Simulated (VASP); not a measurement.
# SnS2 in VASP: relaxation of the atoms with PBE+D3(BJ)

Aim: the relaxation of the atoms of SnS2 with PBE+D3(BJ).

All numbers are computed with VASP 6.6.1; they aren't measurements. Logs are shortened: lines on timing, memory, paths and dates and some standing lists are left out, and cuts for length are marked.

### 1 The cell of the first run

The cell holds a slab with vacuum, 3 atoms: a = 3.738 Å, b = 3.738 Å, c = 31.913 Å, α = 90.00°, β = 90.00°, γ = 120.00°.

### 2 Relaxation of the atoms, PBE+D3(BJ) (biaxial strain +0.020)

Input file INCAR:

```
PREC = Accurate
ENCUT = 450
EDIFF = 1E-7
ISMEAR = 0
SIGMA = 0.02
LREAL = False
LASPH = True
NELM = 120
ALGO = Normal
ISIF = 2
LWAVE = False
LCHARG = False
LDIPOL = True
IDIPOL = 3
DIPOL = 0.5 0.5 0.500
GGA = PE
IVDW = 12
IBRION = 2
NSW = 60
EDIFFG = -0.01
GGA_COMPAT = False
NELMIN = 4
NELMDL = -8
```

Input file KPOINTS:

```
Automatic mesh
0
Gamma
  12 12 1
```

Input file POSCAR:

```
SnS2
1.0
    3.7379941690      0.0000000000      0.0000000000
   -1.8689970845      3.2371979095      0.0000000000
    0.0000000000      0.0000000000     31.9125768144
S Sn
2 1
Direct
    0.3333333333      0.6666666667      0.4534911230
    0.6666666667      0.3333333333      0.5465088770
    0.0000000000      0.0000000000      0.5000000000
```

Potentials or basis: VASP PAW PBE potentials, release 64 (S, Sn_d).

Launch:

```console
$ cat potpaw_PBE.64/S/POTCAR potpaw_PBE.64/Sn_d/POTCAR > POTCAR
$ mpirun -np 1 vasp_std > vasp.out
```

OUTCAR:

```text
PREC = Accurate
   ENCUT = 450
   EDIFF = 1E-7
   ISMEAR = 0
   LREAL = False
   LASPH = True
   NELM = 120
   ISIF = 2
   GGA = PE
   IVDW = 12
   IBRION = 2
   NSW = 60
   EDIFFG = -0.01
   NELMIN = 4
   NELMDL = -8
 IVDW          = 12

 ion  position               nearest neighbor table
   1  0.333  0.667  0.453-   3 2.62   3 2.62   3 2.62
   2  0.667  0.333  0.547-   3 2.62   3 2.62   3 2.62
   3  0.000  0.000  0.500-   1 2.62   2 2.62   1 2.62   2 2.62   2 2.62   1 2.62

  LATTYP: Found a hexagonal cell.
 ALAT       =     3.7379941690
 C/A-ratio  =     8.5373532894

  Lattice vectors:

 A1 = (   3.7379941690,   0.0000000000,   0.0000000000)
 A2 = (  -1.8689970845,   3.2371979095,   0.0000000000)
 A3 = (   0.0000000000,   0.0000000000,  31.9125768144)

Analysis of symmetry for initial positions (statically):
=====================================================================
 Subroutine PRICEL returns:
 Original cell was already a primitive cell.

 Routine SETGRP: Setting up the symmetry group for a
 hexagonal supercell.

 Subroutine GETGRP returns: Found 12 space group operations
 (whereof 12 operations were pure point group operations)
 out of a pool of 24 trial point group operations.

The static configuration has the point symmetry D_3d.

Analysis of symmetry for dynamics (positions and initial velocities):
=====================================================================
 Subroutine PRICEL returns:
 Original cell was already a primitive cell.

 Routine SETGRP: Setting up the symmetry group for a
 hexagonal supercell.

 Subroutine GETGRP returns: Found 12 space group operations
 (whereof 12 operations were pure point group operations)
 out of a pool of 24 trial point group operations.

The dynamic configuration has the point symmetry D_3d.

 Subroutine INISYM returns: Found 12 space group operations
 (whereof 12 operations are pure point group operations),
 and found     1 'primitive' translations

----------------------------------------------------------------------------------------

                                     Primitive cell

  volume of cell :     386.1622

  direct lattice vectors                    reciprocal lattice vectors
     3.737994169  0.000000000  0.000000000     0.267523157  0.154454567  0.000000000
    -1.868997084  3.237197909  0.000000000     0.000000000  0.308909133  0.000000000
     0.000000000  0.000000000 31.912576814     0.000000000  0.000000000  0.031335608

  length of vectors
     3.737994169  3.737994169 31.912576814     0.308909133  0.308909133  0.031335608

  position of ions in fractional coordinates (direct lattice)
     0.333333333  0.666666667  0.453491123
     0.666666667  0.333333333  0.546508877
     0.000000000  0.000000000  0.500000000

  ion indices of the primitive-cell ions
   primitive index   ion index
                 1           1
                 2           2
                 3           3

----------------------------------------------------------------------------------------

 KPOINTS: Automatic mesh

Automatic generation of k-mesh.
 Grid dimensions read from file:
 generate k-points for:   12   12    1

 Generating k-lattice:

  Cartesian coordinates                     Fractional coordinates (reciprocal lattice)
     0.022293596  0.012871214  0.000000000     0.083333333  0.000000000  0.000000000
     0.000000000  0.025742428  0.000000000     0.000000000  0.083333333  0.000000000
     0.000000000  0.000000000  0.031335608     0.000000000  0.000000000  1.000000000

  Length of vectors
     0.025742428  0.025742428  0.031335608

  Shift w.r.t. Gamma in fractional coordinates (k-lattice)
     0.000000000  0.000000000  0.000000000

 Subroutine IBZKPT returns following result:
 ===========================================

 Found     19 irreducible k-points:

 Following reciprocal coordinates:
            Coordinates               Weight
  0.000000  0.000000  0.000000      1.000000
  0.083333  0.000000  0.000000      6.000000
  0.166667  0.000000  0.000000      6.000000
  0.250000  0.000000  0.000000      6.000000
  0.333333  0.000000  0.000000      6.000000
  0.416667 -0.000000  0.000000      6.000000
[... 11 lines left out ...]
  0.333333  0.250000  0.000000     12.000000
  0.333333  0.333333  0.000000      2.000000
   k-points           NKPTS =     19   k-points in BZ     NKDIM =     19   number of bands    NBANDS=     17
   number of dos      NEDOS =    301   number of ions     NIONS =      3
   total plane-waves  NPLWV = 175616
   dimension x,y,z NGX =    28 NGY =   28 NGZ =  224
   dimension x,y,z NGXF=    56 NGYF=   56 NGZF=  448
   ions per type =               2   1
   NGX,Y,Z   is equivalent  to a cutoff of  12.45, 12.45, 11.67 a.u.
   NGXF,Y,Z  is equivalent  to a cutoff of  24.91, 24.91, 23.34 a.u.
 SYSTEM =  unknown system
   PREC   = accura    normal or accurate (medium, high low for compatibility)
   ISTART =      0    job   : 0-new  1-cont  2-samecut
   ICHARG =      2    charge: 1-file 2-atom 10-const
   ISPIN  =      1    spin polarized calculation?
   LNONCOLLINEAR =      F non collinear calculations
   LSORBIT =      F    spin-orbit coupling
   LASPH  =      T    aspherical Exc in radial PAW
   ENCUT  =  450.0 eV  33.07 Ry    5.75 a.u.   6.47  6.47 55.20*2*pi/ulx,y,z
   NELM   =    120;   NELMIN=  4; NELMDL= -8     # of ELM steps
   EDIFF  = 0.1E-06   stopping-criterion for ELM
   LREAL  =      F    real-space projection
   EDIFFG = -.1E-01   stopping-criterion for IOM
   NSW    =     60    number of steps for IOM
   IBRION =      2    ionic relax: 0-MD 1-quasi-New 2-CG
   NFREE  =      1    steps in history (QN), initial steepest desc. (CG)
   ISIF   =      2    stress and relaxation
   ISYM   =      2    0-nonsym 1-usesym 2-fastsym
   POTIM  = 0.5000    time-step for ionic-motion
   TEBEG  =    0.0;   TEEND  =   0.0 temperature during run
   PSTRESS=    0.0 pullay stress
   NELECT =      26.0000    total number of electrons
   NUPDOWN=      -1.0000    fix difference up-down
   EMIN   =  10.00;   EMAX   =-10.00  energy-range for DOS
   EFERMI =   0.00;   METHOD = LEGACY
   ISMEAR =     0;   SIGMA  =   0.02  broadening in eV -4-tet -1-fermi 0-gaus
   EFERMI_NEDOS =   21; number of points for ismear=-14 and -15
   IALGO  =     38    algorithm
   IMIX   =      4    mixing-type and parameters
     AMIX     =   0.40;   BMIX     =  1.00
     AMIX_MAG =   1.60;   BMIX_MAG =  1.00
  volume/ion in A,a.u.               =     128.72       868.65
  Fermi-wavevector in a.u.,A,eV,Ry     =   0.666003  1.258563  6.034996  0.443560
  Thomas-Fermi vector in A             =   1.740171
   LORBIT       =      0    0 simple, 1 ext, 2 COOP (PROOUT), +10 PAW based schemes
   GGA     = PE    functional components
   LHFCALC =     F    Hartree Fock is set to
   AEXX    =    0.0000 exact exchange contribution
   IVDW    =    12    specifies the selected vdW correction
   LEPSILON=     F    determine dielectric tensor
   LRPA    =     F    only Hartree local field effects (RPA)
 conjugate gradient relaxation of ions
 non-spin polarized calculation
 Gauss-broadening in eV      SIGMA  =   0.02
  energy-cutoff  :      450.00
  volume of cell :      386.16
 maximum number of plane-waves:      8445
 NGX is ok and might be reduce to    28
   NGX = 13   NGY = 13   NGZ =111

--------------------------------------- Ionic step        1  -------------------------------------------

 number of electron      26.0000003 magnetization

 Free energy of the ion-electron system (eV)
  ---------------------------------------------------
  ext. energy  EPLUGINS =         0.00000000
  ---------------------------------------------------
  free energy    TOTEN  =       -13.20344232 eV

  energy without entropy =      -13.20344232  energy(sigma->0) =      -13.20344232

------------------------ aborting loop because EDIFF is reached ----------------------------------------

 Edisp (eV)   -0.66651

 E8    (eV) :    -0.2924

  FORCE on cell =-STRESS in cart. coord.  units (eV):
  Direction    XX          YY          ZZ          XY          YZ          ZX
  --------------------------------------------------------------------------------------
  -------------------------------------------------------------------------------------
  Total      -1.61250    -1.61250    -0.78025    -0.00000     0.00000    -0.00000
  in kB      -6.69022    -6.69022    -3.23724    -0.00000     0.00000    -0.00000
  external pressure =       -5.54 kB  Pullay stress =        0.00 kB
[... 22 lines left out ...]
  energy  without entropy=      -13.8699509345  energy(sigma->0) =      -13.86995093

--------------------------------------- Ionic step        2  -------------------------------------------

 number of electron      26.0000001 magnetization

 dipolmoment           0.000000      0.000000      0.000000 electrons x Angstroem

------------------------ aborting loop because EDIFF is reached ----------------------------------------

 Edisp (eV)   -0.66828

 E8    (eV) :    -0.2932

  FORCE on cell =-STRESS in cart. coord.  units (eV):
  Direction    XX          YY          ZZ          XY          YZ          ZX
  --------------------------------------------------------------------------------------
  -------------------------------------------------------------------------------------
  Total      -1.46835    -1.46835    -0.43254     0.00000    -0.00000     0.00000
  in kB      -6.09213    -6.09213    -1.79462     0.00000    -0.00000     0.00000
  external pressure =       -4.66 kB  Pullay stress =        0.00 kB
[... 22 lines left out ...]
  energy  without entropy=      -13.8748072575  energy(sigma->0) =      -13.87480726

--------------------------------------- Ionic step        3  -------------------------------------------

 number of electron      26.0000001 magnetization

 dipolmoment           0.000000      0.000000     -0.000000 electrons x Angstroem

 Free energy of the ion-electron system (eV)
  ---------------------------------------------------
  ext. energy  EPLUGINS =         0.00000000
  ---------------------------------------------------
  free energy    TOTEN  =       -13.20656323 eV

  energy without entropy =      -13.20656323  energy(sigma->0) =      -13.20656323

 E-fermi :  -4.7980     XC(G=0):  -2.0367

 val. band max:       -4.8933476771   @ k =   0.1667   0.0000   0.0000
 cond. band min:      -3.2830358111   @ k =   0.5000   0.0000   0.0000
 fundamental gap:      1.6103118660
 Fermi energy:        -4.7980291748

 k-point     1 :       0.0000    0.0000    0.0000
  band No.  band energies     occupation
      1     -25.5785      2.00000
      2     -25.5785      2.00000
      3     -25.5516      2.00000
      4     -25.5269      2.00000
      5     -25.5269      2.00000
      6     -18.0105      2.00000
[... 9 lines left out ...]
     16       0.4614      0.00000
     17       0.4614      0.00000
[... 345 lines left out ...]
      3     -25.5217      2.00000
      4     -25.5217      2.00000
      5     -25.5112      2.00000
      6     -15.8504      2.00000
[... 9 lines left out ...]
     16       1.4587      0.00000
     17       2.5546      0.00000

------------------------ aborting loop because EDIFF is reached ----------------------------------------

 vacuum level on the upper side and lower side of the slab       (xc-potential included)        -0.006        -0.006

 Edisp (eV)   -0.67011

 E8    (eV) :    -0.2940

  FORCE on cell =-STRESS in cart. coord.  units (eV):
  Direction    XX          YY          ZZ          XY          YZ          ZX
  --------------------------------------------------------------------------------------
  -------------------------------------------------------------------------------------
  Total      -1.30387    -1.30387    -0.04614     0.00000     0.00000     0.00000
  in kB      -5.40971    -5.40971    -0.19144     0.00000     0.00000     0.00000
  external pressure =       -3.67 kB  Pullay stress =        0.00 kB
[... 18 lines left out ...]
  FREE ENERGIE OF THE ION-ELECTRON SYSTEM (eV)
  ---------------------------------------------------
  free  energy   TOTEN  =       -13.8766741307 eV

  energy  without entropy=      -13.8766741307  energy(sigma->0) =      -13.87667413

 reached required accuracy - stopping structural energy minimisation

 vacuum level on the upper side and lower side of the slab         1.990         1.990
```

Wall time 3.3 min (1 thread of Intel Xeon 6975P-C (Granite Rapids), shared host); peak memory 0.51 GiB.

What came out:

| Quantity | Value |
| --- | --- |
| Free energy | -13.8767 eV |
| Energy gained by relaxing | 2.2 meV/atom |
| Ionic steps | 3 |
| Largest force after relaxing | 0.009 eV/Å |
| Band gap on the k mesh | 1.61 eV (least direct gap 1.81 eV) |
| Dispersion energy per atom | -0.223 eV |

Forces on the atoms (eV/Å):
```
S    0.000  0.000  0.009
S    0.000  0.000 -0.009
Sn   0.000  0.000  0.000
```

Step by step:
```
step  energy change (eV)  largest force (eV/Å)  pressure (GPa)
   1              0.0000                0.2562           -0.55
   2             -0.0049                0.1353           -0.47
   3             -0.0067                0.0086           -0.37
```

Final structure:
```cif
data_structure
_symmetry_space_group_name_H-M 'P 1'
_symmetry_Int_Tables_number 1
_cell_length_a 3.7380
_cell_length_b 3.7380
_cell_length_c 31.9126
_cell_angle_alpha 90.000
_cell_angle_beta 90.000
_cell_angle_gamma 120.000
_cell_volume 386.16
loop_
_atom_site_label
_atom_site_type_symbol
_atom_site_fract_x
_atom_site_fract_y
_atom_site_fract_z
_atom_site_occupancy
S1 S 0.33333 0.66667 0.45428 1
S2 S 0.66667 0.33333 0.54572 1
Sn1 Sn 0.00000 0.00000 0.50000 1
```

Levels at points of the mesh, in eV from the valence-band top:
```csv
k point,band 10,band 11,band 12,band 13,band 14,band 15,band 16,band 17
"(0.00, 0.00, 0.00)",-0.49,-0.49,-0.13,-0.13,2.24,3.73,5.35,5.35
"(0.50, 0.00, 0.00)",-2.17,-1.79,-0.34,-0.20,1.61,4.83,6.56,6.63
```

Caveat: the cell differs from its parent crystal (biaxial strain +0.020); spin-orbit coupling is left out, which moves the levels of the heavy elements.
